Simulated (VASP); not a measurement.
# PbS (gw) (I4/mmm) in VASP: notebook

The runs below take PbS (gw) through single point, with PBEsol.

Everything below comes from runs of VASP 6.6.1. Logs are shortened: lines on timing, memory, paths and dates and some standing lists are left out, and cuts for length are marked.

## Step 1: The cell of the first run

Symmetry: I4/mmm, No. 139, tetragonal system. The conventional cell has a = 4.216 Å, b = 4.216 Å, c = 5.891 Å, α = 90.00°, β = 90.00°, γ = 90.00°. Pb (site symmetry 4/mmm) has 6 S at 2.95 to 2.98 Å within 3.9 Å. Within 3.9 Å of S (site symmetry 4/mmm) lie 6 Pb at 2.95 to 2.98 Å.

## Step 2: Single point, PBEsol

The input, INCAR:

```
PREC     = Accurate       # precision mode
ENCUT    = 500            # plane-wave cutoff, eV
EDIFF    = 1E-6           # SCF threshold, eV
ISMEAR   = 0              # smearing method
SIGMA    = 0.01           # smearing width, eV
LREAL    = False          # projectors in reciprocal space
LASPH    = True           # aspherical terms in the spheres
NELM     = 120            # most SCF steps
ALGO     = Normal         # electronic algorithm
ISIF     = 2              # what is computed and relaxed
LWAVE    = False          # write WAVECAR
LCHARG   = False          # write CHGCAR
GGA      = PS             # functional
NBANDS   = 17             # bands
GGA_COMPAT= False
```

The input, KPOINTS:

```
Automatic mesh
0
Gamma
  4 4 4
```

The input, POSCAR:

```
PbS
1.0
    0.0000000000      2.9814045899      2.9454352016
    2.9814045899      0.0000000000      2.9454352016
    2.9814045899      2.9814045899      0.0000000000
Pb S
1 1
Direct
    0.0000000000      0.0000000000      0.0000000000
    0.5000000000      0.5000000000      0.5000000000
```

Potentials or basis: VASP PAW PBE potentials, release 64 (Pb_d, S).

Started as:

```console
> cat potpaw_PBE.64/Pb_d/POTCAR potpaw_PBE.64/S/POTCAR > POTCAR
> mpirun -np 1 vasp_std > vasp.out
```

OUTCAR:

```text
PREC = Accurate
   ENCUT = 500
   EDIFF = 1E-6
   ISMEAR = 0
   LREAL = False
   LASPH = True
   NELM = 120
   ISIF = 2
   GGA = PS

 ion  position               nearest neighbor table
   1  0.000  0.000  0.000-   2 2.95   2 2.95   2 2.98   2 2.98   2 2.98   2 2.98
   2  0.500  0.500  0.500-   1 2.95   1 2.95   1 2.98   1 2.98   1 2.98   1 2.98

  LATTYP: Found a body centered tetragonal cell.
 ALAT       =     4.2163428060
 C/A-ratio  =     1.3971516725

  Lattice vectors:

 A1 = (   0.0000000000,  -2.9814045899,  -2.9454352016)
 A2 = (   0.0000000000,   2.9814045899,  -2.9454352016)
 A3 = (   2.9814045899,   0.0000000000,   2.9454352016)

Analysis of symmetry for initial positions (statically):
=====================================================================
 Subroutine PRICEL returns:
 Original cell was already a primitive cell.

 Routine SETGRP: Setting up the symmetry group for a
 body centered tetragonal supercell.

 Subroutine GETGRP returns: Found 16 space group operations
 (whereof 16 operations were pure point group operations)
 out of a pool of 16 trial point group operations.

The static configuration has the point symmetry D_4h.

Analysis of symmetry for dynamics (positions and initial velocities):
=====================================================================
 Subroutine PRICEL returns:
 Original cell was already a primitive cell.

 Routine SETGRP: Setting up the symmetry group for a
 body centered tetragonal supercell.

 Subroutine GETGRP returns: Found 16 space group operations
 (whereof 16 operations were pure point group operations)
 out of a pool of 16 trial point group operations.

The dynamic configuration has the point symmetry D_4h.

 Subroutine INISYM returns: Found 16 space group operations
 (whereof 16 operations are pure point group operations),
 and found     1 'primitive' translations

----------------------------------------------------------------------------------------

                                     Primitive cell

  volume of cell :      52.3626

  direct lattice vectors                    reciprocal lattice vectors
     0.000000000  2.981404590  2.945435202    -0.167706188  0.167706188  0.169754201
     2.981404590  0.000000000  2.945435202     0.167706188 -0.167706188  0.169754201
     2.981404590  2.981404590  0.000000000     0.167706188  0.167706188 -0.169754201
[... 69 lines left out ...]
   LASPH  =      T    aspherical Exc in radial PAW
   ENCUT  =  500.0 eV  36.75 Ry    6.06 a.u.   7.64  7.64  7.69*2*pi/ulx,y,z
   NELM   =    120;   NELMIN=  2; NELMDL= -5     # of ELM steps
   EDIFF  = 0.1E-05   stopping-criterion for ELM
   LREAL  =      F    real-space projection
   EDIFFG = 0.1E-04   stopping-criterion for IOM
   NSW    =      0    number of steps for IOM
   IBRION =     -1    ionic relax: 0-MD 1-quasi-New 2-CG
   NFREE  =      0    steps in history (QN), initial steepest desc. (CG)
   ISIF   =      2    stress and relaxation
   ISYM   =      2    0-nonsym 1-usesym 2-fastsym
   POTIM  = 0.5000    time-step for ionic-motion
   TEBEG  =    0.0;   TEEND  =   0.0 temperature during run
   PSTRESS=    0.0 pullay stress
   NELECT =      20.0000    total number of electrons
   NUPDOWN=      -1.0000    fix difference up-down
   EMIN   =  10.00;   EMAX   =-10.00  energy-range for DOS
   EFERMI =   0.00;   METHOD = LEGACY
   ISMEAR =     0;   SIGMA  =   0.01  broadening in eV -4-tet -1-fermi 0-gaus
   EFERMI_NEDOS =   21; number of points for ismear=-14 and -15
   IALGO  =     38    algorithm
   IMIX   =      4    mixing-type and parameters
     AMIX     =   0.40;   BMIX     =  1.00
     AMIX_MAG =   1.60;   BMIX_MAG =  1.00
  volume/ion in A,a.u.               =      26.18       176.68
  Fermi-wavevector in a.u.,A,eV,Ry     =   1.187803  2.244622 19.196131  1.410876
  Thomas-Fermi vector in A             =   2.323946
   LORBIT       =      0    0 simple, 1 ext, 2 COOP (PROOUT), +10 PAW based schemes
   GGA     = PS    functional components
   LHFCALC =     F    Hartree Fock is set to
   AEXX    =    0.0000 exact exchange contribution
   IVDW    =     0    specifies the selected vdW correction
   LEPSILON=     F    determine dielectric tensor
   LRPA    =     F    only Hartree local field effects (RPA)
 non-spin polarized calculation
 Gauss-broadening in eV      SIGMA  =   0.01
  energy-cutoff  :      500.00
  volume of cell :       52.36
 maximum number of plane-waves:      1355
 NGX is ok and might be reduce to    32
   NGX = 15   NGY = 15   NGZ = 15

 number of electron      19.9999999 magnetization

 Free energy of the ion-electron system (eV)
  ---------------------------------------------------
  ext. energy  EPLUGINS =         0.00000000
  ---------------------------------------------------
  free energy    TOTEN  =        -9.43852100 eV

  energy without entropy =       -9.43852100  energy(sigma->0) =       -9.43852100

 E-fermi :   5.6799     XC(G=0):  -9.8716

 val. band max:        5.6370093344   @ k =   0.5000   0.0000   0.0000
 cond. band min:       5.9012989155   @ k =   0.5000   0.0000   0.0000
 fundamental gap:      0.2642895812
 Fermi energy:         5.6798656782

 k-point     1 :       0.0000    0.0000    0.0000
  band No.  band energies     occupation
      1     -11.0972      2.00000
      2     -11.0949      2.00000
      3     -11.0949      2.00000
      4     -11.0863      2.00000
      5     -11.0792      2.00000
      6      -7.9325      2.00000
[... 237 lines left out ...]
      4     -11.0770      2.00000
      5     -11.0390      2.00000
      6      -6.2174      2.00000
[... 9 lines left out ...]
     16      17.4496      0.00000
     17      17.8363      0.00000

------------------------ aborting loop because EDIFF is reached ----------------------------------------

  FORCE on cell =-STRESS in cart. coord.  units (eV):
  Direction    XX          YY          ZZ          XY          YZ          ZX
  --------------------------------------------------------------------------------------
  -------------------------------------------------------------------------------------
  Total       -0.5031101     -0.5031101      0.0371545      0.0000000      0.0000000      0.0000000
  in kB      -15.3940286    -15.3940286      1.1368439      0.0000000      0.0000000      0.0000000
  external PRESSURE =      -9.8837377 kB  Pullay stress =       0.0000000 kB

 VOLUME and BASIS-vectors are now :
 -----------------------------------------------------------------------------
  energy-cutoff  :      500.00
  volume of cell :       52.36
      direct lattice vectors                 reciprocal lattice vectors
     0.000000000  2.981404590  2.945435202    -0.167706188  0.167706188  0.169754201
     2.981404590  0.000000000  2.945435202     0.167706188 -0.167706188  0.169754201
     2.981404590  2.981404590  0.000000000     0.167706188  0.167706188 -0.169754201

 POSITION                                       TOTAL-FORCE (eV/Angst)
 -----------------------------------------------------------------------------------
      0.00000      0.00000      0.00000        -0.000000     -0.000000      0.000000
      2.98140      2.98140      2.94544         0.000000      0.000000      0.000000
 -----------------------------------------------------------------------------------
    total drift:                                0.000000     -0.000000     -0.000000

  FREE ENERGIE OF THE ION-ELECTRON SYSTEM (eV)
  ---------------------------------------------------
  free  energy   TOTEN  =        -9.4385210000 eV

  energy  without entropy=       -9.4385210000  energy(sigma->0) =       -9.43852100
```

OSZICAR:

```text
N       E                     dE             d eps       ncg     rms          rms(c)
DAV:   1     0.160563584765E+03    0.16056E+03   -0.94739E+03   442   0.122E+03
DAV:   2     0.273557271294E+01   -0.15783E+03   -0.15216E+03   469   0.321E+02
DAV:   3    -0.952466982962E+01   -0.12260E+02   -0.12158E+02   589   0.938E+01
DAV:   4    -0.983487106045E+01   -0.31020E+00   -0.30996E+00   579   0.161E+01
DAV:   5    -0.984632935711E+01   -0.11458E-01   -0.11457E-01   649   0.304E+00    0.427E+00
DAV:   6    -0.944231490390E+01    0.40401E+00   -0.12260E+00   699   0.757E+00    0.294E+00
DAV:   7    -0.943901117400E+01    0.33037E-02   -0.10306E-01   553   0.164E+00    0.161E+00
DAV:   8    -0.943867880734E+01    0.33237E-03   -0.10781E-02   559   0.104E+00    0.182E-01
DAV:   9    -0.943844981115E+01    0.22900E-03   -0.20422E-03   712   0.338E-01    0.778E-02
DAV:  10    -0.943852189691E+01   -0.72086E-04   -0.17682E-04   524   0.811E-02    0.395E-02
DAV:  11    -0.943852094317E+01    0.95374E-06   -0.17642E-05   623   0.427E-02    0.777E-03
DAV:  12    -0.943852099997E+01   -0.56799E-07   -0.80196E-07   467   0.117E-02
   1 F= -.94385210E+01 E0= -.94385210E+01  d E =-.372190E-11
```

stdout:

```text
POSCAR found type information on POSCAR PbS
 POSCAR found :  2 types and       2 ions
 scaLAPACK will be used
 -----------------------------------------------------------------------------
|                                                                             |
|                                                                             |
|     You enforced a specific xc type in the INCAR file but a different       |
|     I HOPE YOU KNOW WHAT YOU ARE DOING!                                     |
|                                                                             |
 -----------------------------------------------------------------------------

 LDA part: xc-table for (Slater+PW92), standard interpolation
 POSCAR, INCAR and KPOINTS ok, starting setup
 FFT: planning ... GRIDC
 FFT: planning ... GRID_SOFT
 FFT: planning ... GRID
 WAVECAR not read
 entering main loop
```

It took 12 s on 1 thread of AMD EPYC 7R43 (Zen 3), shared host; peak memory 0.13 GiB.

What came out:

| Quantity | Value |
| --- | --- |
| Free energy | -9.4385 eV |
| Pressure | -1.0 GPa |
| Band gap on the k mesh | 0.26 eV, direct |

Caveat: the k points lie up to 0.46 Å⁻¹ apart; the PAW data sets were made with another functional, which shifts forces and pressure a little; spin-orbit coupling is left out, which moves the levels of the heavy elements. A k mesh can miss the band edges.

## Step 3: Single point, PBEsol

The input, INCAR:

```
SYSTEM = PbS
ALGO = Normal
EDIFF = 1E-6
ENCUT = 500
GGA = PS
GGA_COMPAT = .False.
ISIF = 2
ISMEAR = 0
LASPH = .True.
LCHARG = .True.
LELF = .True.
LREAL = .False.
LVHAR = .True.
LWAVE = .False.
NBANDS = 17
NELM = 120
PREC = Accurate
SIGMA = 0.01
```

The input, KPOINTS:

```
k-points
0
Gamma
  4 4 4
  0 0 0
```

POSCAR is that of step 2.

Potentials or basis: VASP PAW PBE potentials, release 64 (Pb_d, S).

Started as:

```console
> cat potpaw_PBE.64/Pb_d/POTCAR potpaw_PBE.64/S/POTCAR > POTCAR
> mpirun -np 1 vasp_std > vasp.out
```

Run time: 12 s. Hardware: 1 thread of AMD EPYC 7R43 (Zen 3), shared host; peak memory 0.13 GiB.

Results (log left out):

* Free energy: -9.4385 eV
* Pressure: -1.0 GPa
* Band gap on the k mesh: 0.26 eV, direct

Stress tensor (GPa, compression positive):
```
-1.54  0.00  0.00
 0.00 -1.54  0.00
 0.00  0.00  0.11
```

Levels at points of the mesh, in eV from the valence-band top:
| k point | band 7 | band 8 | band 9 | band 10 | band 11 | band 12 | band 13 | band 14 |
| --- | --- | --- | --- | --- | --- | --- | --- | --- |
| (0.00, 0.00, 0.00) | -6.06 | -2.22 | -2.12 | -2.12 | 5.06 | 5.06 | 5.34 | 6.63 |
| (0.50, 0.00, 0.00) | -8.87 | -1.77 | -1.75 | 0.00 | 0.26 | 1.87 | 1.94 | 8.48 |
| (0.50, 0.50, 0.00) | -7.27 | -5.24 | -3.46 | -3.46 | 3.71 | 5.58 | 5.58 | 5.61 |
| (0.50, 0.00, 0.50) | -7.21 | -5.22 | -3.49 | -3.37 | 3.76 | 5.47 | 5.52 | 5.79 |

Caveat: the k points lie up to 0.46 Å⁻¹ apart; the PAW data sets were made with another functional, which shifts forces and pressure a little; spin-orbit coupling is left out, which moves the levels of the heavy elements. A k mesh can miss the band edges.
